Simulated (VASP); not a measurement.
Here is a VASP 6.6.1 calculation.

Contents of INCAR:

```
ALGO = Normal
EDIFF = 1E-7
ENCUT = 520
ISIF = 2
ISMEAR = -1
LASPH = T
LCHARG = F
LREAL = F
LWAVE = F
NBANDS = 33
NELM = 80
PREC = Accurate
SIGMA = 0.1
```

Contents of KPOINTS:

```
k-points
0
Gamma
  3 3 3
```

Contents of POSCAR:

```
LaIn3
1.0
    4.7740503900      0.0000000000      0.0000000000
    0.0000000000      4.7740503900      0.0000000000
    0.0000000000      0.0000000000      4.7740503900
La In
1 3
Direct
    0.0000000000      0.0000000000      0.0000000000
    0.5000000000      0.0000000000      0.5000000000
    0.0000000000      0.5000000000      0.5000000000
    0.5000000000      0.5000000000      0.0000000000
```

Potentials or basis: VASP PAW LDA potentials, release 64 (La, In_d).

Run with:

```sh
$ cat potpaw_LDA.64/La/POTCAR potpaw_LDA.64/In_d/POTCAR > POTCAR
$ mpirun -np 1 vasp_std > vasp.out
```

**Question.** Estimate the pressure.

**Answer.** -3.8 GPa.

**Question.** Estimate the band gap on the k mesh.

**Answer.** Zero (band 25 reaches 7.74 eV, above the bottom of band 26 at 7.21 eV).

Caveat: the k points lie up to 0.44 Å⁻¹ apart; spin-orbit coupling is left out, which moves the levels of the heavy elements.
